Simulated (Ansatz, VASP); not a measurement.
**Cu in VASP and in Ansatz**

The input INCAR:

```
SYSTEM = Cu
  PREC = Accurate
  ENCUT = 520
  EDIFF = 1E-6
  ISMEAR = 0
  SIGMA = 0.15
  LREAL = .False.
  LASPH = .True.
  NELM = 100
  ALGO = Fast
  ISIF = 2
  LWAVE = .False.
  LCHARG = .True.
  GGA = PS
  LELF = .True.
  LVHAR = .True.
  NBANDS = 18
```

KPOINTS

```
Automatic mesh
0
Gamma
  24 24 12
  0 0 0
```

Contents of POSCAR:

```
Cu
1.0
    2.6561756254      0.0000000000      0.0000000000
   -1.3280878127      2.3003155685      0.0000000000
    0.0000000000      0.0000000000      4.0025910499
Cu
2
Direct
    0.3333333333      0.6666666667      0.2500000000
    0.6666666667      0.3333333333      0.7500000000
```

Input for Ansatz:

```yaml
crystal:
  lattice:
    - [2.6561756254, 0.0, 0.0]
    - [-1.3280878127, 2.3003155685, 0.0]
    - [0.0, 0.0, 4.0025910499]
  atoms:
    - { symbol: Cu, position: [0.3333333333, 0.6666666667, 0.25] }
    - { symbol: Cu, position: [0.6666666667, 0.3333333333, 0.75] }
basis:
  ecutwfc: 520.0
kpoints:
  mp_grid: { grid: [24, 24, 12] }
hamiltonian:
  xc: pbesol
  pseudopotentials: { kind: paw }
scf:
  occupations: { method: gaussian, width: 0.15 }
output:
  forces: true
  stress: true
  eigenvalues: true
```

Alike in both runs: task single point; functional PBEsol; k mesh 24 × 24 × 12; occupations gaussian, width 0.15 eV; no spin polarisation.

```csv
,VASP,Ansatz
version,VASP 6.6.1,Ansatz 0.2.0
potentials or method,"VASP PAW PBE potentials, release 64 (Cu), cutoff 520 eV","scalar-relativistic, plane waves, PAW"
valence electrons in the cell,22,38
```

Ansatz gave:

- gap on the k mesh at the Fermi level (eV): none
- pressure (GPa): -9.6
- traceless stress, the component that is largest in VASP (GPa): 7.43

Problem. What did VASP give for the same quantities?

Solution. gap on the k mesh at the Fermi level (eV): none; pressure (GPa): -9.2; traceless stress, the component that is largest in VASP (GPa): 7.36.

VASP's potentials were made for PBE, not for PBEsol. A gap of «none» marks a metal or a gap that the smearing closes. VASP's potentials hold 22 valence electrons a cell and Ansatz's 38, so a difference there can come from the potentials and not from the codes.
